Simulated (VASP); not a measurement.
# LiNbO3 (R-3c) in VASP: further runs, part 2 of 2

VASP 6.6.1. Earlier steps stand in the parts before.

**3. Single point, PBE**

This run uses another cell than the first one, of the same volume but with other edges.

INCAR

```
PREC = Accurate
ENCUT = 520
EDIFF = 1E-6
ISMEAR = 0
SIGMA = 0.05
LREAL = False
LASPH = True
NELM = 60
ALGO = Normal
ISIF = 2
LWAVE = False
LCHARG = False
GGA = PE
NBANDS = 45
```

KPOINTS

```
regular mesh
0
Gamma
  6 6 6
```

POSCAR

```
LiNbO3
1.0
    2.8131840873      1.6241925901      3.9628386510
   -2.8131840873      1.6241925901      3.9628386510
    0.0000000000     -3.2483851801      3.9628386510
Li Nb O
2 2 6
Direct
    0.2500000000      0.2500000000      0.2500000000
    0.7500000000      0.7500000000      0.7500000000
    0.0000000000      0.0000000000      0.0000000000
    0.5000000000      0.5000000000      0.5000000000
    0.1016165405      0.3983834595      0.7500000000
    0.7500000000      0.1016165405      0.3983834595
    0.3983834595      0.7500000000      0.1016165405
    0.8983834595      0.6016165405      0.2500000000
    0.2500000000      0.8983834595      0.6016165405
    0.6016165405      0.2500000000      0.8983834595
```

Potentials or basis: VASP PAW PBE potentials, release 64 (Li_sv, Nb_sv, O).

The run is started by

```bash
$ cat potpaw_PBE.64/Li_sv/POTCAR potpaw_PBE.64/Nb_sv/POTCAR potpaw_PBE.64/O/POTCAR > POTCAR
$ mpirun -np 1 vasp_std > vasp.out
```

OUTCAR:

```text
PREC = Accurate
   ENCUT = 520
   EDIFF = 1E-6
   ISMEAR = 0
   LREAL = False
   LASPH = True
   NELM = 60
   ISIF = 2
   GGA = PE

 ion  position               nearest neighbor table
   1  0.250  0.250  0.250-   9 1.98  10 1.98   8 1.98
   2  0.750  0.750  0.750-   6 1.98   7 1.98   5 1.98
   3  0.000  0.000  0.000-   6 2.08   9 2.08   8 2.08   5 2.08   7 2.08  10 2.08
   4  0.500  0.500  0.500-   7 2.08  10 2.08   8 2.08   5 2.08   9 2.08   6 2.08
   5  0.102  0.398  0.750-   2 1.98   3 2.08   4 2.08
   6  0.750  0.102  0.398-   2 1.98   3 2.08   4 2.08
   7  0.398  0.750  0.102-   2 1.98   4 2.08   3 2.08
   8  0.898  0.602  0.250-   1 1.98   3 2.08   4 2.08
   9  0.250  0.898  0.602-   1 1.98   3 2.08   4 2.08
  10  0.602  0.250  0.898-   1 1.98   4 2.08   3 2.08

  LATTYP: Found a trigonal (rhomboedric) cell.
 ALAT       =     5.1240703013
 COS(alpha) =     0.3971682178

  Lattice vectors:

 A1 = (   2.8131840873,   1.6241925901,   3.9628386510)
 A2 = (  -2.8131840873,   1.6241925901,   3.9628386510)
 A3 = (   0.0000000000,  -3.2483851801,   3.9628386510)
[... 203 lines left out ...]
      1     -51.3372      2.00000
      2     -51.3260      2.00000
      3     -39.2026      2.00000
      4     -39.2006      2.00000
      5     -27.4348      2.00000
      6     -27.3654      2.00000
[... 1141 lines left out ...]
     44      11.9529      0.00000
     45      13.4059      0.00000

 [... further k-points ...]

------------------------ aborting loop because EDIFF is reached ----------------------------------------

  FORCE on cell =-STRESS in cart. coord.  units (eV):
  Direction    XX          YY          ZZ          XY          YZ          ZX
  --------------------------------------------------------------------------------------
  -------------------------------------------------------------------------------------
  Total      -17.9627948    -17.9627948      9.6737517     -0.0000000      0.0000000      0.0000000
  in kB     -264.9056215   -264.9056215    142.6632793     -0.0000000      0.0000000      0.0000000
  external PRESSURE =    -129.0493213 kB  Pullay stress =       0.0000000 kB

 VOLUME and BASIS-vectors are now :
 -----------------------------------------------------------------------------
  energy-cutoff  :      520.00
  volume of cell :      108.64
      direct lattice vectors                 reciprocal lattice vectors
     2.813184087  1.624192590  3.962838651     0.177734547  0.102615089  0.084114788
    -2.813184087  1.624192590  3.962838651    -0.177734547  0.102615089  0.084114788
     0.000000000 -3.248385180  3.962838651     0.000000000 -0.205230177  0.084114788

 POSITION                                       TOTAL-FORCE (eV/Angst)
 -----------------------------------------------------------------------------------
      0.00000      0.00000      2.97213         0.000000     -0.000000      0.000000
      0.00000      0.00000      8.91639         0.000000      0.000000      0.000000
      0.00000      0.00000      0.00000         0.000000     -0.000000      0.000000
      0.00000      0.00000      5.94426         0.000000     -0.000000      0.000000
     -0.83486     -1.62419      4.95355         1.722852     -0.000000     -0.000000
      1.82402      0.08909      4.95355        -0.861426      1.492034      0.000000
     -0.98916      1.53511      4.95355        -0.861426     -1.492034      0.000000
      0.83486      1.62419      6.93497        -1.722852     -0.000000     -0.000000
     -1.82402     -0.08909      6.93497         0.861426     -1.492034      0.000000
      0.98916     -1.53511      6.93497         0.861426      1.492034      0.000000
 -----------------------------------------------------------------------------------
    total drift:                               -0.000000     -0.000000      0.000000

  FREE ENERGIE OF THE ION-ELECTRON SYSTEM (eV)
  ---------------------------------------------------
  free  energy   TOTEN  =       -76.8833171067 eV

  energy  without entropy=      -76.8833171067  energy(sigma->0) =      -76.88331711
```

stdout:

```text
POSCAR found type information on POSCAR LiNbO
 POSCAR found :  3 types and      10 ions
 scaLAPACK will be used
 LDA part: xc-table for (Slater+PW92), standard interpolation
 POSCAR, INCAR and KPOINTS ok, starting setup
 FFT: planning ... GRIDC
 FFT: planning ... GRID_SOFT
 FFT: planning ... GRID
 WAVECAR not read
 entering main loop
```

Run time: 2 min. Hardware: 1 thread of AMD EPYC 9R45 (Zen 5), shared host; peak memory 0.28 GiB.

What came out:

```
Free energy            : -76.8833 eV
Largest force          : 1.723 eV/Å
Band gap on the k mesh : 1.05 eV
```

Forces in eV/Å, atoms in the order of the input:
```
Li   0.000  0.000  0.000
Li   0.000  0.000  0.000
Nb   0.000  0.000  0.000
Nb   0.000  0.000  0.000
O    1.723  0.000  0.000
O   -0.861  1.492  0.000
O   -0.861 -1.492  0.000
O   -1.723  0.000  0.000
O    0.861 -1.492  0.000
O    0.861  1.492  0.000
```

Caveat: the cutoff is under 1.25 times the usual one of these potentials, so pressure, stress and relaxed cells hold a basis-set (Pulay) error; forces of over 1 eV/Å act on the atoms, so gaps and moduli don't describe the material at rest. A k mesh can miss the band edges.

**4. Single point, PBE**

This run uses another cell than the first one, of the same volume but with other edges.

INCAR

```
SYSTEM = LiNbO3
ALGO = Normal
EDIFF = 1E-6
ENCUT = 520
GGA = PE
ISIF = 2
ISMEAR = 0
LASPH = .TRUE.
LCHARG = .TRUE.
LELF = .TRUE.
LREAL = .FALSE.
LVHAR = .TRUE.
LWAVE = .FALSE.
NBANDS = 45
NELM = 100
PREC = Accurate
SIGMA = 0.05
```

KPOINTS

```
k-points
0
G
  6 6 6
  0 0 0
```

POSCAR

```
LiNbO3
1.0
    2.5048192932      1.4461580933      4.9986173815
   -2.5048192932      1.4461580933      4.9986173815
    0.0000000000     -2.8923161864      4.9986173816
Li Nb O
2 2 6
Direct
    0.2500000000      0.2500000000      0.2500000000
    0.7500000000      0.7500000000      0.7500000000
    0.0000000000      0.0000000000      0.0000000000
    0.5000000000      0.5000000000      0.5000000000
    0.1303353734      0.3696646266      0.7500000000
    0.7500000000      0.1303353734      0.3696646266
    0.3696646266      0.7500000000      0.1303353734
    0.8696646266      0.6303353734      0.2500000000
    0.2500000000      0.8696646266      0.6303353734
    0.6303353734      0.2500000000      0.8696646266
```

The run is started by

```bash
$ cat potpaw_PBE.64/Li_sv/POTCAR potpaw_PBE.64/Nb_sv/POTCAR potpaw_PBE.64/O/POTCAR > POTCAR
$ mpirun -np 1 vasp_std > vasp.out
```

Wall time 2.3 min (1 thread of Intel Xeon 6975P-C (Granite Rapids), shared host); peak memory 0.37 GiB.

The run converged. Its results:

| Item | Value |
| --- | --- |
| Free energy | -79.1421 eV |
| Largest force | 0.098 eV/Å |
| Band gap on the k mesh | 2.18 eV (least direct gap 2.26 eV) |

Forces in eV/Å, atoms in the order of the input:
```
Li   0.000  0.000  0.000
Li   0.000  0.000  0.000
Nb   0.000  0.000  0.000
Nb   0.000  0.000  0.000
O   -0.098  0.000  0.000
O    0.049 -0.085  0.000
O    0.049  0.085  0.000
O    0.098  0.000  0.000
O   -0.049  0.085  0.000
O   -0.049 -0.085  0.000
```

Levels at points of the mesh, in eV from the valence-band top:
```tsv
k point	band 30	band 31	band 32	band 33	band 34	band 35	band 36	band 37	band 38	band 39
(0.00, 0.00, 0.00)	-0.49	-0.16	-0.16	-0.03	-0.03	2.23	2.23	2.79	4.36	4.36
(0.50, 0.00, 0.00)	-0.61	-0.48	-0.48	-0.26	-0.26	3.71	3.71	3.81	3.81	4.19
(0.50, 0.50, 0.00)	-1.01	-0.94	-0.74	-0.32	-0.22	2.18	3.36	3.74	3.88	4.67
(0.50, 0.50, 0.50)	-0.72	-0.13	-0.13	-0.13	-0.13	4.08	4.08	4.08	4.08	4.31
```

Caveat: the cutoff is under 1.25 times the usual one of these potentials, so pressure, stress and relaxed cells hold a basis-set (Pulay) error.

**5. Single point, PBE**

This run uses another cell than the first one, of the same volume but with other edges.

INCAR

```
SYSTEM = LiNbO3
  ALGO = Normal
  EDIFF = 1E-7
  ENCUT = 520
  GGA = PE
  ISIF = 2
  ISMEAR = 0
  LASPH = .True.
  LCHARG = .False.
  LREAL = .False.
  LWAVE = .False.
  NBANDS = 45
  NELM = 60
  PREC = Accurate
  SIGMA = 0.05
```

KPOINTS

```
k-points
0
Gamma
  6 6 6
  0 0 0
```

POSCAR, as its differences from that of step 4:

```diff
@@ -2,5 +2,5 @@
 1.0
-    2.5048192932      1.4461580933      4.9986173815
-   -2.5048192932      1.4461580933      4.9986173815
-    0.0000000000     -2.8923161864      4.9986173816
+    2.7391116143      1.5814268279      4.1800669308
+   -2.7391116143      1.5814268279      4.1800669308
+    0.0000000000     -3.1628536556      4.1800669309
 Li Nb O
```

The run is started by

```bash
$ cat potpaw_PBE.64/Li_sv/POTCAR potpaw_PBE.64/Nb_sv/POTCAR potpaw_PBE.64/O/POTCAR > POTCAR
$ mpirun -np 1 vasp_std > vasp.out
```

Wall time 1.7 min (1 thread of Intel Xeon 6975P-C (Granite Rapids), shared host); peak memory 0.31 GiB.

It converged, with:

```
Free energy            : -79.0031 eV
Largest force          : 0.312 eV/Å
Band gap on the k mesh : 1.95 eV
```

Forces on the atoms (eV/Å):
```
Li   0.000  0.000  0.000
Li   0.000  0.000  0.000
Nb   0.000  0.000  0.000
Nb   0.000  0.000  0.000
O    0.312  0.000  0.000
O   -0.156  0.270  0.000
O   -0.156 -0.270  0.000
O   -0.312  0.000  0.000
O    0.156 -0.270  0.000
O    0.156  0.270  0.000
```

Levels at points of the mesh, in eV from the valence-band top:
| k point | band 31 | band 32 | band 33 | band 34 | band 35 | band 36 | band 37 | band 38 |
| --- | --- | --- | --- | --- | --- | --- | --- | --- |
| (0.00, 0.00, 0.00) | -0.53 | -0.25 | -0.25 | 0.00 | 1.95 | 2.36 | 2.36 | 4.33 |
| (0.50, 0.00, 0.00) | -0.31 | -0.31 | -0.28 | -0.28 | 3.72 | 3.72 | 3.89 | 3.89 |
| (0.50, 0.50, 0.00) | -1.11 | -0.75 | -0.55 | -0.12 | 2.17 | 3.15 | 3.51 | 4.16 |
| (0.50, 0.50, 0.50) | -0.68 | -0.68 | -0.68 | -0.68 | 3.27 | 3.27 | 4.07 | 4.07 |

Caveat: the cutoff is under 1.25 times the usual one of these potentials, so pressure, stress and relaxed cells hold a basis-set (Pulay) error. A k mesh can miss the band edges.

**6. Overview**

```csv
cell,gap on the mesh (eV),largest force (eV/Å)
"a = 5.367 Å, angles 59.7°, 10 atoms, atomic positions A",2.49,0.73
"a = 5.124 Å, angles 66.6°, 10 atoms, atomic positions B",1.05,1.72
"a = 5.775 Å, angles 51.4°, 10 atoms, atomic positions C",2.18,0.10
"a = 5.242 Å, angles 63.0°, 10 atoms, atomic positions C",1.95,0.31
```

Alike in all rows: task single point; level PBE; potentials or basis VASP PAW PBE potentials, release 64 (Li_sv, Nb_sv, O); no spin polarisation; k mesh 6 × 6 × 6; cutoff (eV) 520; smearing gaussian 0.05 eV.

Caveats: the cutoff is under 1.25 times the usual one of these potentials, so pressure, stress and relaxed cells hold a basis-set (Pulay) error; forces of over 1 eV/Å act on the atoms, so gaps and moduli don't describe the material at rest (at least some runs).

Absolute energies hang on the potentials; compare differences alone.
